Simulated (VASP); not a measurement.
# Bi (Fm-3m) in VASP: further runs

The runs below take Bi through single point, with r2SCAN.

Everything below comes from runs of VASP 6.6.1. Logs are shortened: lines on timing, memory, paths and dates and some standing lists are left out, and cuts for length are marked.

### Step 1. The cell of the first run

The structure is cubic, space group Fm-3m (No. 225). The conventional cell has a = 4.940 Å, b = 4.940 Å, c = 4.940 Å, α = 90.00°, β = 90.00°, γ = 90.00°. Within 4.6 Å of Bi (site symmetry m-3m) lie 12 Bi at 3.49 Å.

### Step 2. Single point, r2SCAN (volume scaled by 0.96)

The input, POSCAR:

```
Bi
1.0
    0.0000000000      2.4700835691      2.4700835691
    2.4700835691      0.0000000000      2.4700835691
    2.4700835691      2.4700835691      0.0000000000
Bi
1
Direct
    0.0000000000      0.0000000000      0.0000000000
```

The input, INCAR.step1:

```
  PREC = Accurate
  ENCUT = 520
  ISMEAR = -1
  SIGMA = 0.1
  LREAL = F
  LASPH = T
  NELM = 80
  NBANDS = 14
  GGA = PE
  ALGO = Normal
  EDIFF = 1E-4
  LWAVE = T
  LCHARG = F
```

The input, INCAR.step2:

```
  PREC = Accurate
  ENCUT = 520
  EDIFF = 1E-6
  ISMEAR = -1
  SIGMA = 0.1
  LREAL = F
  LASPH = T
  NELM = 80
  ALGO = Normal
  ISIF = 2
  LWAVE = F
  LCHARG = F
  METAGGA = R2SCAN
  LMIXTAU = T
  NBANDS = 14
  ISTART = 1
```

The input, KPOINTS:

```
Automatic mesh
0
Gamma
  12 12 12
```

Potentials or basis: VASP PAW PBE potentials, release 64 (Bi_d).

On the command line:

```console
> cat potpaw_PBE.64/Bi_d/POTCAR > POTCAR
> cp INCAR.step1 INCAR
> mpirun -np 1 vasp_std > vasp.out
> cp INCAR.step2 INCAR
> mpirun -np 1 vasp_std > vasp.out
```

OUTCAR:

```text
PREC = Accurate
   ENCUT = 520
   EDIFF = 1E-6
   ISMEAR = -1
   LREAL = F
   LASPH = T
   NELM = 80
   ISIF = 2
   METAGGA = R2SCAN
   ISTART = 1

 ion  position               nearest neighbor table
   1  0.000  0.000  0.000-

  LATTYP: Found a face centered cubic cell.
 ALAT       =     4.9401671382

  Lattice vectors:

 A1 = (   0.0000000000,   2.4700835691,   2.4700835691)
 A2 = (   2.4700835691,   0.0000000000,   2.4700835691)
 A3 = (   2.4700835691,   2.4700835691,   0.0000000000)

Analysis of symmetry for initial positions (statically):
=====================================================================
 Subroutine PRICEL returns:
 Original cell was already a primitive cell.

 Routine SETGRP: Setting up the symmetry group for a
 face centered cubic supercell.

 Subroutine GETGRP returns: Found 48 space group operations
 (whereof 48 operations were pure point group operations)
 out of a pool of 48 trial point group operations.

The static configuration has the point symmetry O_h .

Analysis of symmetry for dynamics (positions and initial velocities):
=====================================================================
 Subroutine PRICEL returns:
 Original cell was already a primitive cell.

 Routine SETGRP: Setting up the symmetry group for a
 face centered cubic supercell.

 Subroutine GETGRP returns: Found 48 space group operations
 (whereof 48 operations were pure point group operations)
 out of a pool of 48 trial point group operations.

The dynamic configuration has the point symmetry O_h .

 Subroutine INISYM returns: Found 48 space group operations
 (whereof 48 operations are pure point group operations),
 and found     1 'primitive' translations

----------------------------------------------------------------------------------------

                                     Primitive cell

  volume of cell :      30.1415

  direct lattice vectors                    reciprocal lattice vectors
     0.000000000  2.470083569  2.470083569    -0.202422301  0.202422301  0.202422301
     2.470083569  0.000000000  2.470083569     0.202422301 -0.202422301  0.202422301
     2.470083569  2.470083569  0.000000000     0.202422301  0.202422301 -0.202422301

  length of vectors
     3.493225684  3.493225684  3.493225684     0.350605710  0.350605710  0.350605710

  position of ions in fractional coordinates (direct lattice)
     0.000000000  0.000000000  0.000000000

  ion indices of the primitive-cell ions
   primitive index   ion index
                 1           1

----------------------------------------------------------------------------------------

 KPOINTS: Automatic mesh

Automatic generation of k-mesh.
 Grid dimensions read from file:
 generate k-points for:   12   12   12

 Generating k-lattice:

  Cartesian coordinates                     Fractional coordinates (reciprocal lattice)
    -0.016868525  0.016868525  0.016868525     0.083333333  0.000000000  0.000000000
     0.016868525 -0.016868525  0.016868525     0.000000000  0.083333333  0.000000000
     0.016868525  0.016868525 -0.016868525     0.000000000  0.000000000  0.083333333

  Length of vectors
     0.029217143  0.029217143  0.029217143

  Shift w.r.t. Gamma in fractional coordinates (k-lattice)
     0.000000000  0.000000000  0.000000000

 Subroutine IBZKPT returns following result:
 ===========================================

 Found     72 irreducible k-points:

 Following reciprocal coordinates:
            Coordinates               Weight
  0.000000  0.000000  0.000000      1.000000
  0.083333  0.000000  0.000000      8.000000
  0.166667  0.000000  0.000000      8.000000
  0.250000  0.000000  0.000000      8.000000
  0.333333  0.000000  0.000000      8.000000
  0.416667  0.000000  0.000000      8.000000
[... 16 lines left out ...]
  0.500000  0.166667  0.000000     24.000000
 -0.416667  0.166667  0.000000     24.000000
 [... further k-points ...]
   k-points           NKPTS =     72   k-points in BZ     NKDIM =     72   number of bands    NBANDS=     14
   number of dos      NEDOS =    301   number of ions     NIONS =      1
   total plane-waves  NPLWV =  21952
   dimension x,y,z NGX =    28 NGY =   28 NGZ =   28
   dimension x,y,z NGXF=    56 NGYF=   56 NGZF=   56
   ions per type =               1
   NGX,Y,Z   is equivalent  to a cutoff of  13.33, 13.33, 13.33 a.u.
   NGXF,Y,Z  is equivalent  to a cutoff of  26.65, 26.65, 26.65 a.u.
 SYSTEM =  unknown system
   PREC   = accura    normal or accurate (medium, high low for compatibility)
   ISTART =      1    job   : 0-new  1-cont  2-samecut
   ICHARG =      0    charge: 1-file 2-atom 10-const
   ISPIN  =      1    spin polarized calculation?
   LNONCOLLINEAR =      F non collinear calculations
   LSORBIT =      F    spin-orbit coupling
   LASPH  =      T    aspherical Exc in radial PAW
   ENCUT  =  520.0 eV  38.22 Ry    6.18 a.u.   6.50  6.50  6.50*2*pi/ulx,y,z
   NELM   =     80;   NELMIN=  2; NELMDL=  0     # of ELM steps
   EDIFF  = 0.1E-05   stopping-criterion for ELM
   LREAL  =      F    real-space projection
   EDIFFG = 0.1E-04   stopping-criterion for IOM
   NSW    =      0    number of steps for IOM
   IBRION =     -1    ionic relax: 0-MD 1-quasi-New 2-CG
   NFREE  =      0    steps in history (QN), initial steepest desc. (CG)
   ISIF   =      2    stress and relaxation
   ISYM   =      2    0-nonsym 1-usesym 2-fastsym
   POTIM  = 0.5000    time-step for ionic-motion
   TEBEG  =    0.0;   TEEND  =   0.0 temperature during run
   PSTRESS=    0.0 pullay stress
   NELECT =      15.0000    total number of electrons
   NUPDOWN=      -1.0000    fix difference up-down
   EMIN   =  10.00;   EMAX   =-10.00  energy-range for DOS
   EFERMI =   0.00;   METHOD = LEGACY
   ISMEAR =    -1;   SIGMA  =   0.10  broadening in eV -4-tet -1-fermi 0-gaus
   EFERMI_NEDOS =   21; number of points for ismear=-14 and -15
   IALGO  =     38    algorithm
   IMIX   =      4    mixing-type and parameters
     AMIX     =   0.40;   BMIX     =  1.00
     AMIX_MAG =   1.60;   BMIX_MAG =  1.00
  volume/ion in A,a.u.               =      30.14       203.40
  Fermi-wavevector in a.u.,A,eV,Ry     =   1.297329  2.451597 22.899471  1.683064
  Thomas-Fermi vector in A             =   2.428729
   LORBIT       =      0    0 simple, 1 ext, 2 COOP (PROOUT), +10 PAW based schemes
   METAGGA = R2SCAN    functional components
   LHFCALC =     F    Hartree Fock is set to
   AEXX    =    0.0000 exact exchange contribution
   IVDW    =     0    specifies the selected vdW correction
   LEPSILON=     F    determine dielectric tensor
   LRPA    =     F    only Hartree local field effects (RPA)
 non-spin polarized calculation
  energy-cutoff  :      520.00
  volume of cell :       30.14
 maximum number of plane-waves:       869
 NGX is ok and might be reduce to    28
   NGX = 13   NGY = 13   NGZ = 13

 number of electron      15.0000002 magnetization

 Free energy of the ion-electron system (eV)
  ---------------------------------------------------
  ext. energy  EPLUGINS =         0.00000000
  ---------------------------------------------------
  free energy    TOTEN  =       -58.20205681 eV

  energy without entropy =      -58.18168581  energy(sigma->0) =      -58.19187131

 E-fermi :   8.3775     XC(G=0): -11.2717

 val. band max:        8.3673185699   @ k =  -0.1667   0.2500   0.0833
 cond. band min:       8.4379155937   @ k =  -0.4167   0.4167   0.0833
 fundamental gap:      0.0705970238
 Fermi energy:         8.3774543844

 k-point     1 :       0.0000    0.0000    0.0000
  band No.  band energies     occupation
      1     -15.5145      2.00000
      2     -15.5145      2.00000
      3     -15.5145      2.00000
      4     -15.4287      2.00000
      5     -15.4287      2.00000
      6      -6.1361      2.00000
      7      13.7465      0.00000
      8      13.7465      0.00000
      9      13.7465      0.00000
     10      18.0787      0.00000
     11      18.5228      0.00000
     12      19.8742      0.00000
     13      19.8742      0.00000
     14      19.8742      0.00000

 k-point     2 :       0.0833    0.0000    0.0000
  band No.  band energies     occupation
      1     -15.5136      2.00000
      2     -15.5080      2.00000
      3     -15.5080      2.00000
      4     -15.4285      2.00000
      5     -15.4285      2.00000
      6      -6.0040      2.00000
      7      12.3207      0.00000
      8      13.5869      0.00000
      9      13.5869      0.00000
     10      17.5080      0.00000
     11      19.3157      0.00000
     12      20.1539      0.00000
     13      20.1539      0.00000
     14      21.4992      0.00000

 k-point     3 :       0.1667    0.0000    0.0000
  band No.  band energies     occupation
      1     -15.5115      2.00000
      2     -15.4954      2.00000
      3     -15.4954      2.00000
      4     -15.4233      2.00000
      5     -15.4233      2.00000
      6      -5.6115      2.00000
      7       9.7803      0.00000
      8      13.1978      0.00000
      9      13.1978      0.00000
     10      16.9180      0.00000
     11      20.5749      0.00000
     12      20.5749      0.00000
     13      20.6837      0.00000
     14      20.8952      0.00000
[... 324 lines left out ...]
 k-point    23 :       0.5000    0.1667    0.0000
  band No.  band energies     occupation
      1     -15.5252      2.00000
      2     -15.4770      2.00000
      3     -15.4635      2.00000
      4     -15.3787      2.00000
      5     -15.3355      2.00000
      6      -2.7304      2.00000
      7       3.3897      2.00000
      8       9.1833      0.00063
      9      10.8284      0.00000
     10      15.3424      0.00000
     11      19.6333      0.00000
     12      20.6814      0.00000
     13      22.0825      0.00000
     14      22.7360      0.00000

 k-point    24 :      -0.4167    0.1667    0.0000
  band No.  band energies     occupation
      1     -15.5178      2.00000
      2     -15.4760      2.00000
      3     -15.4670      2.00000
      4     -15.3673      2.00000
      5     -15.3489      2.00000
      6      -2.6051      2.00000
      7       3.1927      2.00000
      8       8.7505      0.04686
      9      11.2288      0.00000
     10      15.6103      0.00000
     11      19.2922      0.00000
     12      20.2367      0.00000
     13      23.0293      0.00000
     14      24.2127      0.00000

 [... further k-points ...]

------------------------ aborting loop because EDIFF is reached ----------------------------------------

  FORCE on cell =-STRESS in cart. coord.  units (eV):
  Direction    XX          YY          ZZ          XY          YZ          ZX
  --------------------------------------------------------------------------------------
  -------------------------------------------------------------------------------------
  Total        0.4157387      0.4157387      0.4157387     -0.0000000     -0.0000000     -0.0000000
  in kB       22.0986702     22.0986702     22.0986702     -0.0000000     -0.0000000     -0.0000000
  external PRESSURE =      22.0986702 kB  Pullay stress =       0.0000000 kB

 VOLUME and BASIS-vectors are now :
 -----------------------------------------------------------------------------
  energy-cutoff  :      520.00
  volume of cell :       30.14
      direct lattice vectors                 reciprocal lattice vectors
     0.000000000  2.470083569  2.470083569    -0.202422301  0.202422301  0.202422301
     2.470083569  0.000000000  2.470083569     0.202422301 -0.202422301  0.202422301
     2.470083569  2.470083569  0.000000000     0.202422301  0.202422301 -0.202422301

 POSITION                                       TOTAL-FORCE (eV/Angst)
 -----------------------------------------------------------------------------------
      0.00000      0.00000      0.00000         0.000000     -0.000000      0.000000
 -----------------------------------------------------------------------------------
    total drift:                               -0.000000     -0.000000     -0.000000

  FREE ENERGIE OF THE ION-ELECTRON SYSTEM (eV)
  ---------------------------------------------------
  free  energy   TOTEN  =       -58.2020568053 eV

  energy  without entropy=      -58.1816858114  energy(sigma->0) =      -58.19187131
```

Wall time 61 s (1 thread of Intel Xeon Platinum 8559C (Emerald Rapids), shared host); peak memory 0.17 GiB.

Results:

```yaml
Free_energy: -58.2021 eV
Pressure: 2.2 GPa
```

Caveat: the cell differs from its parent crystal (volume scaled by 0.96); the PAW data sets were made with another functional, which shifts forces and pressure a little; spin-orbit coupling is left out, which moves the levels of the heavy elements.

### Step 3. Single point, r2SCAN

This run uses another cell than the first one, of 31.40 Å³/atom, 1.042 times its volume.

The input, POSCAR:

```
Bi
1.0
    0.0000000000      2.5039245356      2.5039245356
    2.5039245356      0.0000000000      2.5039245356
    2.5039245356      2.5039245356      0.0000000000
Bi
1
Direct
    0.0000000000      0.0000000000      0.0000000000
```

The input, INCAR.step1:

```
SYSTEM = Bi
ALGO = Normal
EDIFF = 1E-4
ENCUT = 520
GGA = PE
ISMEAR = -1
LASPH = .TRUE.
LCHARG = .FALSE.
LREAL = .FALSE.
LWAVE = .TRUE.
NBANDS = 14
NELM = 80
PREC = Accurate
SIGMA = 0.1
```

The input, INCAR.step2:

```
SYSTEM = Bi
ALGO = Normal
EDIFF = 1E-6
ENCUT = 520
ISIF = 2
ISMEAR = -1
ISTART = 1
LASPH = .TRUE.
LCHARG = .FALSE.
LMIXTAU = .TRUE.
LREAL = .FALSE.
LWAVE = .FALSE.
METAGGA = R2SCAN
NBANDS = 14
NELM = 80
PREC = Accurate
SIGMA = 0.1
```

The input, KPOINTS:

```
k-points
0
G
  12 12 12
  0 0 0
```

Potentials or basis: VASP PAW PBE potentials, release 64 (Bi_d).

On the command line:

```console
> cat potpaw_PBE.64/Bi_d/POTCAR > POTCAR
> cp INCAR.step1 INCAR
> mpirun -np 1 vasp_std > vasp.out
> cp INCAR.step2 INCAR
> mpirun -np 1 vasp_std > vasp.out
```

It took 58 s on 1 thread of Intel Xeon Platinum 8559C (Emerald Rapids), shared host; peak memory 0.17 GiB.

Results (log left out):

| Property | Result |
| --- | --- |
| Free energy | -58.2101 eV |
| Pressure | -0.2 GPa |

Levels at points of the mesh, in eV from the Fermi level:
| k point | band 3 | band 4 | band 5 | band 6 | band 7 | band 8 | band 9 | band 10 | band 11 | band 12 |
| --- | --- | --- | --- | --- | --- | --- | --- | --- | --- | --- |
| (0.00, 0.00, 0.00) | -23.86 | -23.79 | -23.79 | -14.21 | 5.07 | 5.07 | 5.07 | 9.63 | 9.73 | 11.27 |
| (0.50, 0.00, 0.00) | -23.85 | -23.71 | -23.71 | -11.21 | -5.55 | 3.41 | 3.41 | 7.81 | 9.33 | 10.19 |
| (0.50, 0.50, 0.00) | -23.72 | -23.69 | -23.69 | -10.03 | -4.76 | 0.30 | 0.30 | 4.52 | 5.53 | 17.93 |

Caveat: the PAW data sets were made with another functional, which shifts forces and pressure a little; spin-orbit coupling is left out, which moves the levels of the heavy elements.

### Step 4. Single point, r2SCAN (volume scaled by 1.04)

The input, POSCAR:

```
Bi
1.0
    0.0000000000      2.5368746897      2.5368746897
    2.5368746897      0.0000000000      2.5368746897
    2.5368746897      2.5368746897      0.0000000000
Bi
1
Direct
    0.0000000000      0.0000000000      0.0000000000
```

The input, INCAR.step1:

```
SYSTEM = Bi
PREC = Accurate ; ENCUT = 520
ISMEAR = -1 ; SIGMA = 0.1
LREAL = .FALSE. ; LASPH = .TRUE.
NELM = 80 ; NBANDS = 14
GGA = PE ; ALGO = Normal
EDIFF = 1E-4 ; LWAVE = .TRUE.
LCHARG = .FALSE.
```

The input, INCAR.step2:

```
SYSTEM = Bi
PREC = Accurate ; ENCUT = 520
EDIFF = 1E-6 ; ISMEAR = -1
SIGMA = 0.1 ; LREAL = .FALSE.
LASPH = .TRUE. ; NELM = 80
ALGO = Normal ; ISIF = 2
LWAVE = .FALSE. ; LCHARG = .FALSE.
METAGGA = R2SCAN ; LMIXTAU = .TRUE.
NBANDS = 14 ; ISTART = 1
```

The input, KPOINTS:

```
regular mesh
0
G
  12 12 12
  0 0 0
```

On the command line:

```console
> cat potpaw_PBE.64/Bi_d/POTCAR > POTCAR
> cp INCAR.step1 INCAR
> mpirun -np 1 vasp_std > vasp.out
> cp INCAR.step2 INCAR
> mpirun -np 1 vasp_std > vasp.out
```

It took 59 s on 1 thread of Intel Xeon Platinum 8559C (Emerald Rapids), shared host; peak memory 0.17 GiB.

The run converged. Its results:

```
Free energy : -58.2008 eV
Pressure    : -2.2 GPa
```

Levels at points of the mesh, in eV from the Fermi level:
| k point | band 5 | band 6 | band 7 | band 8 | band 9 | band 10 |
| --- | --- | --- | --- | --- | --- | --- |
| (0.00, 0.00, 0.00) | -23.77 | -13.94 | 4.80 | 4.80 | 4.80 | 9.16 |
| (0.50, 0.00, 0.00) | -23.70 | -11.14 | -5.31 | 3.23 | 3.23 | 7.57 |
| (0.50, 0.50, 0.00) | -23.68 | -10.06 | -4.55 | 0.29 | 0.29 | 4.49 |

Caveat: the cell differs from its parent crystal (volume scaled by 1.04); the PAW data sets were made with another functional, which shifts forces and pressure a little; spin-orbit coupling is left out, which moves the levels of the heavy elements.

### Step 5. Overview

| cell | gap on the mesh (eV) | pressure (GPa) |
| --- | --- | --- |
| a = 3.493 Å, angles 60.0°, 1 atom | none | 2.2 |
| a = 3.541 Å, angles 60.0°, 1 atom | none | -0.2 |
| a = 3.588 Å, angles 60.0°, 1 atom | none | -2.2 |

Alike in all rows: task single point; level r2SCAN; potentials or basis VASP PAW PBE potentials, release 64 (Bi_d); no spin polarisation; k mesh 12 × 12 × 12; cutoff (eV) 520; smearing fermi-dirac 0.1 eV.

Caveats: the PAW data sets were made with another functional, which shifts forces and pressure a little; spin-orbit coupling is left out, which moves the levels of the heavy elements.

Absolute energies hang on the potentials; compare differences alone.
